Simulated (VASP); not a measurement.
## SiC: single point with r2SCAN

SiC:

```xyz
8
Lattice="3.0776 0.0000 0.0000 -1.5388 2.6652 0.0000 0.0000 0.0000 9.6737" Properties=species:S:1:pos:R:3 pbc="T T T"
Si    1.5388    0.8884    9.0724
Si    0.0000    1.7768    4.2355
Si    0.0000    0.0000    6.6545
Si    0.0000    0.0000    1.8176
C     1.5388    0.8884    7.2534
C     0.0000    1.7768    2.4165
C     0.0000    0.0000    4.8413
C     0.0000    0.0000    0.0045
```

This cell differs from its parent crystal: strain +0.000 along x and y, -0.040 along z.

```json
{
  "Program": "VASP 6.6.1",
  "Task": "single point",
  "Functional": "r2SCAN",
  "Potentials or basis": "VASP PAW PBE potentials, release 64 (Si, C)",
  "Cutoff": "520 eV",
  "k mesh": "12 × 12 × 4",
  "Occupations": "gaussian, width 0.05 eV",
  "Spin": "no spin polarisation"
}
```

| Quantity | Value |
| --- | --- |
| Pressure | 10.3 GPa |
| Largest force | 0.610 eV/Å |
| Band gap on the k mesh | 2.51 eV (least direct gap 3.73 eV) |

Forces in eV/Å, atoms in the order of the input:
```
Si   0.000  0.000  0.516
Si   0.000  0.000  0.516
Si   0.000  0.000  0.610
Si   0.000  0.000  0.610
C    0.000  0.000 -0.582
C    0.000  0.000 -0.582
C    0.000  0.000 -0.544
C    0.000  0.000 -0.544
```

Stress tensor (GPa, compression positive):
```
 1.33  0.00  0.00
 0.00  1.33  0.00
 0.00  0.00 28.20
```

Levels at points of the mesh, in eV from the valence-band top:
```csv
k point,band 14,band 15,band 16,band 17,band 18,band 19
"(0.00, 0.00, 0.00)",-0.16,-0.16,0.00,5.29,5.97,6.75
"(0.50, 0.00, 0.00)",-2.28,-1.64,-1.21,2.51,2.63,4.61
"(0.00, 0.00, 0.50)",-0.42,-0.42,-0.42,5.54,5.54,7.22
"(0.50, 0.00, 0.50)",-2.66,-1.76,-1.76,2.86,2.86,4.81
```

Wall time 12 min on 1 thread of AMD EPYC 7R43 64-Core Processor (Zen 3), with other jobs on the host, peak memory 0.22 GiB.

Caveat: the cell differs from its parent crystal (strain +0.000 along x and y, -0.040 along z); the stress differs along the axes, from 1 to 28 GPa; the PAW data sets were made with another functional, which shifts forces and pressure a little. A k mesh can miss the band edges.
